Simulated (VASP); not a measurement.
# MoS2 in VASP: single point with LDA

Aim: the single point of MoS2 with LDA.

Program: VASP 6.6.1. These are calculated values, not measurements. Logs are shortened: lines on timing, memory, paths and dates and some standing lists are left out, and cuts for length are marked.

### 1 The cell of the first run

The cell holds a slab with vacuum, 9 atoms: a = 3.122 Å, b = 3.122 Å, c = 56.443 Å, α = 90.00°, β = 90.00°, γ = 120.00°.

### 2 Single point, LDA

The input, INCAR:

```
SYSTEM = MoS2
ALGO = Normal
DIPOL = 0.5 0.5 0.500
EDIFF = 1E-6
ENCUT = 520
IDIPOL = 3
ISIF = 2
ISMEAR = 0
LASPH = .TRUE.
LCHARG = .FALSE.
LDIPOL = .TRUE.
LREAL = .FALSE.
LWAVE = .FALSE.
NBANDS = 49
NELM = 100
PREC = Accurate
SIGMA = 0.02
```

The input, KPOINTS:

```
k-points
0
G
  12 12 1
  0 0 0
```

The input, POSCAR:

```
MoS2
1.0
    3.1215420607      0.0000000000      0.0000000000
   -1.5607710303      2.7033347235      0.0000000000
    0.0000000000      0.0000000000     56.4427220620
S Mo
6 3
Direct
    0.3333333333      0.6666666667      0.3655503265
    0.3333333333      0.6666666667      0.4205888495
    0.6666666667      0.3333333333      0.4724610547
    0.6666666667      0.3333333333      0.5275389453
    0.3333333333      0.6666666667      0.5794111505
    0.3333333333      0.6666666667      0.6344496735
    0.6666666667      0.3333333333      0.3930423131
    0.3333333333      0.6666666667      0.5000000000
    0.6666666667      0.3333333333      0.6069576869
```

Potentials or basis: VASP PAW LDA potentials, release 64 (S, Mo_sv).

On the command line:

```console
$ cat potpaw_LDA.64/S/POTCAR potpaw_LDA.64/Mo_sv/POTCAR > POTCAR
$ mpirun -np 1 vasp_std > vasp.out
```

OUTCAR:

```text
SYSTEM = MoS2
   EDIFF = 1E-6
   ENCUT = 520
   ISIF = 2
   ISMEAR = 0
   LASPH = .TRUE.
   LREAL = .FALSE.
   NELM = 100
   PREC = Accurate

 ion  position               nearest neighbor table
   1  0.333  0.667  0.366-   7 2.38   7 2.38   7 2.38
   2  0.333  0.667  0.421-   7 2.38   7 2.38   7 2.38
   3  0.667  0.333  0.472-   8 2.38   8 2.38   8 2.38
   4  0.667  0.333  0.528-   8 2.38   8 2.38   8 2.38
   5  0.333  0.667  0.579-   9 2.38   9 2.38   9 2.38
   6  0.333  0.667  0.634-   9 2.38   9 2.38   9 2.38
   7  0.667  0.333  0.393-   1 2.38   1 2.38   1 2.38   2 2.38   2 2.38   2 2.38
   8  0.333  0.667  0.500-   3 2.38   4 2.38   3 2.38   4 2.38   3 2.38   4 2.38
   9  0.667  0.333  0.607-   6 2.38   6 2.38   6 2.38   5 2.38   5 2.38   5 2.38

  LATTYP: Found a hexagonal cell.
 ALAT       =     3.1215420607
 C/A-ratio  =    18.0816791715

  Lattice vectors:

 A1 = (   3.1215420607,   0.0000000000,   0.0000000000)
 A2 = (  -1.5607710303,   2.7033347235,   0.0000000000)
 A3 = (   0.0000000000,   0.0000000000,  56.4427220620)

Analysis of symmetry for initial positions (statically):
=====================================================================
 Subroutine PRICEL returns:
 Original cell was already a primitive cell.

 Routine SETGRP: Setting up the symmetry group for a
 hexagonal supercell.

 Subroutine GETGRP returns: Found 12 space group operations
 (whereof 12 operations were pure point group operations)
 out of a pool of 24 trial point group operations.

The static configuration has the point symmetry D_3h.

Analysis of symmetry for dynamics (positions and initial velocities):
=====================================================================
 Subroutine PRICEL returns:
 Original cell was already a primitive cell.

 Routine SETGRP: Setting up the symmetry group for a
 hexagonal supercell.

 Subroutine GETGRP returns: Found 12 space group operations
 (whereof 12 operations were pure point group operations)
 out of a pool of 24 trial point group operations.

The dynamic configuration has the point symmetry D_3h.

 Subroutine INISYM returns: Found 12 space group operations
 (whereof 12 operations are pure point group operations),
 and found     1 'primitive' translations

----------------------------------------------------------------------------------------

                                     Primitive cell

  volume of cell :     476.2960

  direct lattice vectors                    reciprocal lattice vectors
     3.121542061  0.000000000  0.000000000     0.320354485  0.184956748  0.000000000
    -1.560771030  2.703334723  0.000000000     0.000000000  0.369913497  0.000000000
     0.000000000  0.000000000 56.442722062     0.000000000  0.000000000  0.017717076

  length of vectors
     3.121542061  3.121542061 56.442722062     0.369913497  0.369913497  0.017717076

  position of ions in fractional coordinates (direct lattice)
     0.333333333  0.666666667  0.365550326
     0.333333333  0.666666667  0.420588849
     0.666666667  0.333333333  0.472461055
     0.666666667  0.333333333  0.527538945
     0.333333333  0.666666667  0.579411151
     0.333333333  0.666666667  0.634449674
     0.666666667  0.333333333  0.393042313
     0.333333333  0.666666667  0.500000000
     0.666666667  0.333333333  0.606957687

  ion indices of the primitive-cell ions
   primitive index   ion index
                 1           1
                 2           2
                 3           3
                 4           4
                 5           5
                 6           6
                 7           7
                 8           8
                 9           9

----------------------------------------------------------------------------------------

 KPOINTS: k-points

Automatic generation of k-mesh.
 Grid dimensions read from file:
 generate k-points for:   12   12    1

 Generating k-lattice:

  Cartesian coordinates                     Fractional coordinates (reciprocal lattice)
     0.026696207  0.015413062  0.000000000     0.083333333  0.000000000  0.000000000
     0.000000000  0.030826125  0.000000000     0.000000000  0.083333333  0.000000000
     0.000000000  0.000000000  0.017717076     0.000000000  0.000000000  1.000000000

  Length of vectors
     0.030826125  0.030826125  0.017717076

  Shift w.r.t. Gamma in fractional coordinates (k-lattice)
     0.000000000  0.000000000  0.000000000

 Subroutine IBZKPT returns following result:
 ===========================================

 Found     19 irreducible k-points:

 Following reciprocal coordinates:
            Coordinates               Weight
  0.000000  0.000000  0.000000      1.000000
  0.083333  0.000000  0.000000      6.000000
  0.166667  0.000000  0.000000      6.000000
  0.250000  0.000000  0.000000      6.000000
  0.333333  0.000000  0.000000      6.000000
  0.416667  0.000000  0.000000      6.000000
[... 11 lines left out ...]
  0.333333  0.250000  0.000000     12.000000
  0.333333  0.333333  0.000000      2.000000
   k-points           NKPTS =     19   k-points in BZ     NKDIM =     19   number of bands    NBANDS=     49
   number of dos      NEDOS =    301   number of ions     NIONS =      9
   total plane-waves  NPLWV = 241920
   dimension x,y,z NGX =    24 NGY =   24 NGZ =  420
   dimension x,y,z NGXF=    48 NGYF=   48 NGZF=  840
   ions per type =               6   3
   NGX,Y,Z   is equivalent  to a cutoff of  12.78, 12.78, 12.37 a.u.
   NGXF,Y,Z  is equivalent  to a cutoff of  25.56, 25.56, 24.74 a.u.
 SYSTEM =  MoS2
   PREC   = accura    normal or accurate (medium, high low for compatibility)
   ISTART =      0    job   : 0-new  1-cont  2-samecut
   ICHARG =      2    charge: 1-file 2-atom 10-const
   ISPIN  =      1    spin polarized calculation?
   LNONCOLLINEAR =      F non collinear calculations
   LSORBIT =      F    spin-orbit coupling
   LASPH  =      T    aspherical Exc in radial PAW
   ENCUT  =  520.0 eV  38.22 Ry    6.18 a.u.   5.80  5.80104.95*2*pi/ulx,y,z
   NELM   =    100;   NELMIN=  2; NELMDL= -5     # of ELM steps
   EDIFF  = 0.1E-05   stopping-criterion for ELM
   LREAL  =      F    real-space projection
   EDIFFG = 0.1E-04   stopping-criterion for IOM
   NSW    =      0    number of steps for IOM
   IBRION =     -1    ionic relax: 0-MD 1-quasi-New 2-CG
   NFREE  =      0    steps in history (QN), initial steepest desc. (CG)
   ISIF   =      2    stress and relaxation
   ISYM   =      2    0-nonsym 1-usesym 2-fastsym
   POTIM  = 0.5000    time-step for ionic-motion
   TEBEG  =    0.0;   TEEND  =   0.0 temperature during run
   PSTRESS=    0.0 pullay stress
   NELECT =      78.0000    total number of electrons
   NUPDOWN=      -1.0000    fix difference up-down
   EMIN   =  10.00;   EMAX   =-10.00  energy-range for DOS
   EFERMI =   0.00;   METHOD = LEGACY
   ISMEAR =     0;   SIGMA  =   0.02  broadening in eV -4-tet -1-fermi 0-gaus
   EFERMI_NEDOS =   21; number of points for ismear=-14 and -15
   IALGO  =     38    algorithm
   IMIX   =      4    mixing-type and parameters
     AMIX     =   0.40;   BMIX     =  1.00
     AMIX_MAG =   1.60;   BMIX_MAG =  1.00
  volume/ion in A,a.u.               =      52.92       357.13
  Fermi-wavevector in a.u.,A,eV,Ry     =   0.895669  1.692568 10.914898  0.802222
  Thomas-Fermi vector in A             =   2.018030
   LORBIT       =      0    0 simple, 1 ext, 2 COOP (PROOUT), +10 PAW based schemes
   GGA     = CA    functional components
   LHFCALC =     F    Hartree Fock is set to
   AEXX    =    0.0000 exact exchange contribution
   IVDW    =     0    specifies the selected vdW correction
   LEPSILON=     F    determine dielectric tensor
   LRPA    =     F    only Hartree local field effects (RPA)
 non-spin polarized calculation
 Gauss-broadening in eV      SIGMA  =   0.02
  energy-cutoff  :      520.00
  volume of cell :      476.30
 maximum number of plane-waves:     12900
 NGX is ok and might be reduce to    24
   NGX = 11   NGY = 11   NGZ =209

 dipolmoment           0.000000      0.000000      0.000000 electrons x Angstroem

 number of electron      78.0000004 magnetization

 dipolmoment           0.000000      0.000000     -0.000000 electrons x Angstroem

 Free energy of the ion-electron system (eV)
  ---------------------------------------------------
  ext. energy  EPLUGINS =         0.00000000
  ---------------------------------------------------
  free energy    TOTEN  =       -73.32497577 eV

  energy without entropy =      -73.32497577  energy(sigma->0) =      -73.32497577

 E-fermi :  -1.0470     XC(G=0):  -3.8619

 val. band max:       -1.1812462068   @ k =   0.0000   0.0000   0.0000
 cond. band min:      -0.2080656613   @ k =   0.1667   0.1667   0.0000
 fundamental gap:      0.9731805454
 Fermi energy:        -1.0470467526

 k-point     1 :       0.0000    0.0000    0.0000
  band No.  band energies     occupation
      1     -62.2486      2.00000
      2     -62.2448      2.00000
      3     -62.2448      2.00000
      4     -36.6424      2.00000
      5     -36.6396      2.00000
      6     -36.6396      2.00000
[... 41 lines left out ...]
     48       1.3961      0.00000
     49       1.4356      0.00000

 k-point     2 :       0.0833    0.0000    0.0000
  band No.  band energies     occupation
      1     -62.2453      2.00000
      2     -62.2414      2.00000
      3     -62.2414      2.00000
      4     -36.6360      2.00000
      5     -36.6332      2.00000
      6     -36.6332      2.00000
[... 876 lines left out ...]
 k-point    19 :       0.3333    0.3333    0.0000
  band No.  band energies     occupation
      1     -62.1918      2.00000
      2     -62.1879      2.00000
      3     -62.1879      2.00000
      4     -36.7017      2.00000
      5     -36.6976      2.00000
      6     -36.6976      2.00000
[... 41 lines left out ...]
     48       1.9299      0.00000
     49       3.3069      0.00000

------------------------ aborting loop because EDIFF is reached ----------------------------------------

 vacuum level on the upper side and lower side of the slab       (xc-potential included)        -0.015        -0.015

  FORCE on cell =-STRESS in cart. coord.  units (eV):
  Direction    XX          YY          ZZ          XY          YZ          ZX
  --------------------------------------------------------------------------------------
  -------------------------------------------------------------------------------------
  Total        0.1333407      0.1333407      0.0970822      0.0000000     -0.0000000      0.0000000
  in kB        0.4485350      0.4485350      0.3265676      0.0000000     -0.0000000      0.0000000
  external PRESSURE =       0.4078792 kB  Pullay stress =       0.0000000 kB

 VOLUME and BASIS-vectors are now :
 -----------------------------------------------------------------------------
  energy-cutoff  :      520.00
  volume of cell :      476.30
      direct lattice vectors                 reciprocal lattice vectors
     3.121542061  0.000000000  0.000000000     0.320354485  0.184956748  0.000000000
    -1.560771030  2.703334723  0.000000000     0.000000000  0.369913497  0.000000000
     0.000000000  0.000000000 56.442722062     0.000000000  0.000000000  0.017717076

 POSITION                                       TOTAL-FORCE (eV/Angst)
 -----------------------------------------------------------------------------------
     -0.00000      1.80222     20.63266         0.000000     -0.000000     -0.018680
     -0.00000      1.80222     23.73918         0.000000     -0.000000      0.017348
      1.56077      0.90111     26.66699         0.000000      0.000000     -0.016847
      1.56077      0.90111     29.77573         0.000000      0.000000      0.016847
     -0.00000      1.80222     32.70354         0.000000     -0.000000     -0.017348
     -0.00000      1.80222     35.81007         0.000000     -0.000000      0.018680
      1.56077      0.90111     22.18438        -0.000000     -0.000000      0.000421
     -0.00000      1.80222     28.22136        -0.000000      0.000000      0.000000
      1.56077      0.90111     34.25834        -0.000000     -0.000000     -0.000421
 -----------------------------------------------------------------------------------
    total drift:                               -0.000000      0.000000     -0.000000

  FREE ENERGIE OF THE ION-ELECTRON SYSTEM (eV)
  ---------------------------------------------------
  free  energy   TOTEN  =       -73.3249757685 eV

  energy  without entropy=      -73.3249757685  energy(sigma->0) =      -73.32497577

 vacuum level on the upper side and lower side of the slab         4.269         4.269
```

It took 22 min on 1 thread of AMD EPYC 7R43 (Zen 3), shared host; peak memory 0.55 GiB.

What came out:

```
Free energy            : -73.3250 eV
Largest force          : 0.019 eV/Å
Band gap on the k mesh : 0.97 eV (least direct gap 1.80 eV)
```

Forces on the atoms (eV/Å):
```
S    0.000  0.000 -0.019
S    0.000  0.000  0.017
S    0.000  0.000 -0.017
S    0.000  0.000  0.017
S    0.000  0.000 -0.017
S    0.000  0.000  0.019
Mo   0.000  0.000  0.000
Mo   0.000  0.000  0.000
Mo   0.000  0.000  0.000
```
